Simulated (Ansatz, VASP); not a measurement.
**ZrC: VASP beside Ansatz**

```xyz
2
Lattice="0.0000 2.3543 2.3543 2.3543 0.0000 2.3543 2.3543 2.3543 0.0000" Properties=species:S:1:pos:R:3 pbc="T T T"
Zr    2.3543    2.3543    2.3543
C     0.0000    0.0000    0.0000
```

Alike in both runs: functional PBE; k mesh 16 × 16 × 16; occupations gaussian, width 0.1 eV; no spin polarisation.

Ansatz relaxed the structure, and its values are those at the end. VASP's run is a single point on that final structure, the one shown.

|  | VASP | Ansatz |
| --- | --- | --- |
| version | VASP 6.6.1 | Ansatz 0.2.0 |
| potentials or method | VASP PAW PBE potentials, release 64 (Zr_sv, C), cutoff 520 eV | scalar-relativistic, plane waves, PAW |
| valence electrons in the cell | 16 | 16 |

Ansatz gave:

```
gap on the k mesh at the Fermi level (eV) : none
pressure (GPa)                            : 0.0
```

Problem. What did VASP give for the same quantities?

Solution. gap on the k mesh at the Fermi level (eV): none; pressure (GPa): 0.2.

A gap of «none» marks a metal or a gap that the smearing closes.
